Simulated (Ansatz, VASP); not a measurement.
## Two plane-wave programs on InSb

```xyz
6
Lattice="6.4280 0.0000 0.0000 -3.2140 5.5668 0.0000 0.0000 0.0000 5.3265" Properties=species:S:1:pos:R:3 pbc="T T T"
In    3.2140    0.0000    0.0000
In    1.6070    2.7834    0.0000
In   -1.6070    2.7834    0.0000
Sb    0.0000    0.0000    0.0000
Sb    0.0000    3.7112    2.6633
Sb    3.2140    1.8556    2.6633
```

Alike in both runs: functional PBE; k mesh 6 × 6 × 8; occupations gaussian, width 0.1 eV; no spin polarisation.

Ansatz relaxed the structure, and its values are those at the end. VASP's run is a single point on that final structure, the one shown.

|  | VASP | Ansatz |
| --- | --- | --- |
| version | VASP 6.6.1 | Ansatz 0.2.0 |
| potentials or method | VASP PAW PBE potentials, release 64 (In_d, Sb), cutoff 520 eV | scalar-relativistic, plane waves, PAW |
| valence electrons in the cell | 54 | 84 |

```tsv
	VASP	Ansatz	Ansatz less VASP
gap on the k mesh at the Fermi level (eV)	none	none	-
pressure (GPa)	0.0	0.0	+0.04
```

A gap of «none» marks a metal or a gap that the smearing closes. VASP's potentials hold 54 valence electrons a cell and Ansatz's 84, so a difference there can come from the potentials and not from the codes.

Spin-orbit coupling is off throughout.
